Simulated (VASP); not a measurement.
# FeGe16 (F-43m) in VASP: single point with PBEsol+U

Aim: the single point of FeGe16 with PBEsol+U.

Program: VASP 6.6.1. These are calculated values, not measurements. Logs are shortened: lines on timing, memory, paths and dates and some standing lists are left out, and cuts for length are marked.

## Step 1: The cell of the first run

Symmetry: F-43m, No. 216, cubic system. Conventional cell: a = 11.315 Å, b = 11.315 Å, c = 11.315 Å, α = 90.00°, β = 90.00°, γ = 90.00°. Fe (site symmetry -43m) has 10 Ge at 2.47 to 2.86 Å within 3.3 Å. Ge (site symmetry -43m) has 4 Ge at 2.43 Å within 3.2 Å. Ge (site symmetry 2mm) has 4 Ge at 2.44 to 2.47 Å and 1 Fe at 2.86 Å within 3.2 Å. Within 3.2 Å of Ge (site symmetry -43m) lie 4 Ge at 2.43 Å. Within 3.2 Å of Ge (site symmetry 3m) lie 4 Ge at 2.43 to 2.47 Å and 1 Fe at 2.47 Å. Within 3.2 Å of Ge (site symmetry 3m) lie 4 Ge at 2.43 to 2.44 Å.

## Step 2: Single point, PBEsol+U, collinear spin, ferromagnetic start

Contents of INCAR:

```
SYSTEM = FeGe16
PREC = Accurate
ENCUT = 600
EDIFF = 1E-6
ISMEAR = 0
SIGMA = 0.05
LREAL = .False.
LASPH = .True.
NELM = 200
ALGO = Normal
ISIF = 2
LWAVE = .False.
LCHARG = .False.
ISPIN = 2
MAGMOM = 2 0 0 0 0 0 0 0 0 0 0 0 0 0 0 0 0
LORBIT = 11
LMAXMIX = 4
LDAU = .True.
LDAUTYPE = 2
LDAUL = 2 -1
LDAUU = 4 0
LDAUJ = 0 0
LDAUPRINT = 1
GGA = PS
NBANDS = 134
GGA_COMPAT = .False.
```

Contents of KPOINTS:

```
Automatic mesh
0
Gamma
  3 3 3
  0 0 0
```

Contents of POSCAR:

```
FeGe16
1.0
    0.0000000000      5.6575400000      5.6575400000
    5.6575400000      0.0000000000      5.6575400000
    5.6575400000      5.6575400000      0.0000000000
Fe Ge
1 16
Direct
    0.2500000000      0.2500000000      0.2500000000
    0.0000000000      0.0000000000      0.0000000000
   -0.0023874109     -0.0023874109      0.5023874109
   -0.0023874109      0.5023874109     -0.0023874109
   -0.0023874109      0.5023874109      0.5023874109
    0.5023874109     -0.0023874109     -0.0023874109
    0.5023874109     -0.0023874109      0.5023874109
    0.5023874109      0.5023874109     -0.0023874109
    0.5000000000      0.5000000000      0.5000000000
    0.1242205332      0.1242205332      0.1242205332
    0.1242205332      0.1242205332      0.6273384004
    0.1242205332      0.6273384004      0.1242205332
    0.1277661185      0.6240779605      0.6240779605
    0.6273384004      0.1242205332      0.1242205332
    0.6240779605      0.1277661185      0.6240779605
    0.6240779605      0.6240779605      0.1277661185
    0.6240779605      0.6240779605      0.6240779605
```

Potentials or basis: VASP PAW PBE potentials, release 64 (Fe, Ge_d).

On the command line:

```sh
> cat potpaw_PBE.64/Fe/POTCAR potpaw_PBE.64/Ge_d/POTCAR > POTCAR
> mpirun -np 1 vasp_std > vasp.out
```

OUTCAR:

```text
SYSTEM = FeGe16
   PREC = Accurate
   ENCUT = 600
   EDIFF = 1E-6
   ISMEAR = 0
   LREAL = .False.
   LASPH = .True.
   NELM = 200
   ISIF = 2
   ISPIN = 2
   LORBIT = 11
   GGA = PS

 ion  position               nearest neighbor table
   1  0.250  0.250  0.250-  10 2.47  11 2.47  12 2.47  14 2.47   7 2.86   8 2.86   3 2.86   4 2.86
                             5 2.86   6 2.86
   2  0.000  0.000  0.000-  11 2.43  12 2.43  14 2.43  10 2.43
   3  0.998  0.998  0.502-  13 2.44  15 2.44  10 2.47  11 2.47   1 2.86
   4  0.998  0.502  0.998-  13 2.44  16 2.44  10 2.47  12 2.47   1 2.86
   5  0.998  0.502  0.502-  17 2.44  13 2.44  11 2.47  12 2.47   1 2.86
   6  0.502  0.998  0.998-  15 2.44  16 2.44  10 2.47  14 2.47   1 2.86
   7  0.502  0.998  0.502-  17 2.44  15 2.44  11 2.47  14 2.47   1 2.86
   8  0.502  0.502  0.998-  17 2.44  16 2.44  12 2.47  14 2.47   1 2.86
   9  0.500  0.500  0.500-  13 2.43  15 2.43  16 2.43  17 2.43
  10  0.124  0.124  0.124-   2 2.43   1 2.47   3 2.47   4 2.47   6 2.47
  11  0.124  0.124  0.627-   2 2.43   1 2.47   5 2.47   7 2.47   3 2.47
  12  0.124  0.627  0.124-   2 2.43   1 2.47   5 2.47   8 2.47   4 2.47
  13  0.128  0.624  0.624-   9 2.43   4 2.44   3 2.44   5 2.44
  14  0.627  0.124  0.124-   2 2.43   1 2.47   7 2.47   8 2.47   6 2.47
  15  0.624  0.128  0.624-   9 2.43   6 2.44   3 2.44   7 2.44
  16  0.624  0.624  0.128-   9 2.43   6 2.44   4 2.44   8 2.44
  17  0.624  0.624  0.624-   9 2.43   7 2.44   8 2.44   5 2.44

  LATTYP: Found a face centered cubic cell.
 ALAT       =    11.3150800000

  Lattice vectors:

 A1 = (   0.0000000000,   5.6575400000,   5.6575400000)
 A2 = (   5.6575400000,   0.0000000000,   5.6575400000)
 A3 = (   5.6575400000,   5.6575400000,   0.0000000000)

Analysis of symmetry for initial positions (statically):
=====================================================================
 Subroutine PRICEL returns:
 Original cell was already a primitive cell.

 Routine SETGRP: Setting up the symmetry group for a
 face centered cubic supercell.

 Subroutine GETGRP returns: Found 24 space group operations
 (whereof 24 operations were pure point group operations)
 out of a pool of 48 trial point group operations.

The static configuration has the point symmetry T_d .

Analysis of symmetry for dynamics (positions and initial velocities):
=====================================================================
 Subroutine PRICEL returns:
 Original cell was already a primitive cell.

 Routine SETGRP: Setting up the symmetry group for a
 face centered cubic supercell.

 Subroutine GETGRP returns: Found 24 space group operations
 (whereof 24 operations were pure point group operations)
 out of a pool of 48 trial point group operations.

The dynamic configuration has the point symmetry T_d .

Analysis of structural, dynamic, and magnetic symmetry:
[... 202 lines left out ...]

  energy without entropy =      -82.55691558  energy(sigma->0) =      -82.56745970

 E-fermi :   5.3188     XC(G=0): -10.3867

 val. band max:        5.3135833251   @ k =   0.3333   0.0000   0.0000
 cond. band min:       5.3242777806   @ k =  -0.3333   0.3333   0.0000
 fundamental gap:      0.0106944555
 Fermi energy:         5.3187791628

 spin component 1

 k-point     1 :       0.0000    0.0000    0.0000
  band No.  band energies     occupation
      1     -19.7416      1.00000
      2     -19.7416      1.00000
      3     -19.7416      1.00000
      4     -19.6671      1.00000
      5     -19.6671      1.00000
      6     -19.6261      1.00000
[... 513 lines left out ...]
    127       8.1925      0.00000
    128       8.2739      0.00000
 Fermi energy:         5.3187791628

 spin component 2

 k-point     1 :       0.0000    0.0000    0.0000
  band No.  band energies     occupation
      1     -19.7377      1.00000
      2     -19.7377      1.00000
      3     -19.7377      1.00000
      4     -19.6622      1.00000
      5     -19.6622      1.00000
      6     -19.6241      1.00000
[... 513 lines left out ...]
    127       8.3453      0.00000
    128       8.3991      0.00000
 [bands above 128 left out]

------------------------ aborting loop because EDIFF is reached ----------------------------------------

  FORCE on cell =-STRESS in cart. coord.  units (eV):
  Direction    XX          YY          ZZ          XY          YZ          ZX
  --------------------------------------------------------------------------------------
  -------------------------------------------------------------------------------------
  Total        5.9338750      5.9338750      5.9338750      0.0000000     -0.0000000     -0.0000000
  in kB       26.2504094     26.2504094     26.2504094      0.0000000     -0.0000000     -0.0000000
  external PRESSURE =      26.2504094 kB  Pullay stress =       0.0000000 kB

 VOLUME and BASIS-vectors are now :
 -----------------------------------------------------------------------------
  energy-cutoff  :      600.00
  volume of cell :      362.17
      direct lattice vectors                 reciprocal lattice vectors
     0.000000000  5.657540000  5.657540000    -0.088377634  0.088377634  0.088377634
     5.657540000  0.000000000  5.657540000     0.088377634 -0.088377634  0.088377634
     5.657540000  5.657540000  0.000000000     0.088377634  0.088377634 -0.088377634

 POSITION                                       TOTAL-FORCE (eV/Angst)
 -----------------------------------------------------------------------------------
      2.82877      2.82877      2.82877         0.000000      0.000000      0.000000
      0.00000      0.00000      0.00000         0.000000      0.000000      0.000000
      8.48631      8.48631     11.28807         0.000000      0.000000     -0.030673
      8.48631     11.28807      8.48631         0.000000     -0.030673      0.000000
      5.68455      8.48631      8.48631         0.030673      0.000000      0.000000
     11.28807      8.48631      8.48631        -0.030673      0.000000      0.000000
[... 9 lines left out ...]
      4.25359      4.25359      7.06149         0.018111      0.018111     -0.018111
      7.06149      7.06149      7.06149        -0.018111     -0.018111     -0.018111
 -----------------------------------------------------------------------------------
    total drift:                               -0.000000     -0.000000     -0.000000

  FREE ENERGIE OF THE ION-ELECTRON SYSTEM (eV)
  ---------------------------------------------------
  free  energy   TOTEN  =       -82.5780038178 eV

  energy  without entropy=      -82.5569155797  energy(sigma->0) =      -82.56745970

 total charge

# of ion       s       p       d       tot
------------------------------------------
    1        0.334   0.337   6.554   7.224
    2        1.166   1.211  10.034  12.411
    3        1.132   1.259  10.029  12.420
    4        1.132   1.259  10.029  12.420
    5        1.132   1.259  10.029  12.420
    6        1.132   1.259  10.029  12.420
[... 9 lines left out ...]
   16        1.134   1.259  10.029  12.422
   17        1.134   1.259  10.029  12.422
--------------------------------------------------
tot         18.461  20.551 167.084 206.096

 magnetization (x)

# of ion       s       p       d       tot
------------------------------------------
    1        0.024   0.016   2.620   2.660
    2       -0.001   0.029   0.001   0.029
    3        0.004  -0.003   0.001   0.002
    4        0.004  -0.003   0.001   0.002
    5        0.004  -0.003   0.001   0.002
    6        0.004  -0.003   0.001   0.002
[... 9 lines left out ...]
   16        0.003   0.008  -0.001   0.010
   17        0.003   0.008  -0.001   0.010
--------------------------------------------------
tot          0.068   0.088   2.614   2.771
```

Wall time 20 min (1 thread of Intel Xeon 6975P-C, shared host); peak memory 0.96 GiB.

Results:

| Item | Value |
| --- | --- |
| Free energy | -82.5780 eV |
| Pressure | 2.6 GPa |
| Largest force | 0.031 eV/Å |
| Net moment | 2.70 μB per cell |
| Site moments | Fe +2.66; Ge +0.03, +0.00, -0.00, +0.01 μB |
| Valence electrons inside the program's atomic spheres | Fe 7.22; Ge 12.41, 12.42, 12.43, 12.46 |

Forces on the atoms (eV/Å):
```
Fe   0.000  0.000  0.000
Ge   0.000  0.000  0.000
Ge   0.000  0.000 -0.031
Ge   0.000 -0.031  0.000
Ge   0.031  0.000  0.000
Ge  -0.031  0.000  0.000
Ge   0.000  0.031  0.000
Ge   0.000  0.000  0.031
Ge   0.000  0.000  0.000
Ge  -0.014 -0.014 -0.014
Ge   0.014  0.014 -0.014
Ge   0.014 -0.014  0.014
Ge  -0.018  0.018  0.018
Ge  -0.014  0.014  0.014
Ge   0.018 -0.018  0.018
Ge   0.018  0.018 -0.018
Ge  -0.018 -0.018 -0.018
```

Levels at points of the mesh, in eV from the Fermi level:
Spin up:
| k point | band 114 | band 115 | band 116 | band 117 | band 118 | band 119 | band 120 | band 121 |
| --- | --- | --- | --- | --- | --- | --- | --- | --- |
| (0.00, 0.00, 0.00) | -1.03 | -0.79 | -0.24 | -0.15 | -0.15 | -0.15 | -0.11 | -0.11 |
Spin down:
| k point | band 112 | band 113 | band 114 | band 115 | band 116 | band 117 | band 118 | band 119 |
| --- | --- | --- | --- | --- | --- | --- | --- | --- |
| (0.00, 0.00, 0.00) | -0.85 | -0.57 | -0.24 | -0.14 | -0.14 | -0.14 | 0.03 | 0.03 |

Eigenvalues of the final occupation matrices:
```tsv
site	spin	trace	eigenvalues
site 1 d	1	4.60	0.90 0.90 0.90 0.95 0.95
site 1 d	2	1.98	0.06 0.06 0.62 0.62 0.62
```

Caveat: the PAW data sets were made with another functional, which shifts forces and pressure a little; the U is typed as a test and isn't derived for this compound.
